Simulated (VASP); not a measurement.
**LuSc: single point with PBE**

LuSc:

```
Lu Sc
1.0
     3.41927    0.00000    0.00000
    -1.70964    2.96118    0.00000
     0.00000    0.00000   10.60803
Lu Sc
2 2
Cartesian
  1.7096 0.9871 0.0000
  1.7096 0.9871 5.3040
  3.4193 0.0000 2.6520
  3.4193 0.0000 7.9560
```

* Program: VASP 6.6.1
* Task: single point
* Functional: PBE
* Potentials or basis: VASP PAW PBE potentials, release 64 (Lu, Sc_sv)
* Cutoff: 520 eV
* k mesh: 6 × 6 × 2
* Occupations: gaussian, width 0.2 eV
* Spin: no spin polarisation

```
Pressure               : 0.1 GPa
Band gap on the k mesh : zero (bands 36 and 37 overlap by 1.37 eV)
```

Stress tensor (GPa, compression positive):
```
 0.10  0.00  0.00
 0.00  0.10  0.00
 0.00  0.00 -0.04
```

Levels at points of the mesh, in eV from the Fermi level:
| k point | band 34 | band 35 | band 36 | band 37 | band 38 | band 39 |
| --- | --- | --- | --- | --- | --- | --- |
| (0.00, 0.00, 0.00) | -1.98 | 0.69 | 0.92 | 1.30 | 1.48 | 1.48 |
| (0.50, 0.00, 0.00) | -1.13 | -0.77 | -0.37 | 0.05 | 0.11 | 1.12 |
| (0.00, 0.00, 0.50) | -2.53 | 0.61 | 0.61 | 1.50 | 1.50 | 1.50 |
| (0.50, 0.00, 0.50) | -1.37 | -0.36 | -0.36 | -0.22 | -0.22 | 1.41 |

Run time: 2.1 min on 1 thread of Oxide Virtual Turin-like Processor (shared host), peak memory 0.23 GiB.

Caveat: spin-orbit coupling is left out, which moves the levels of the heavy elements.
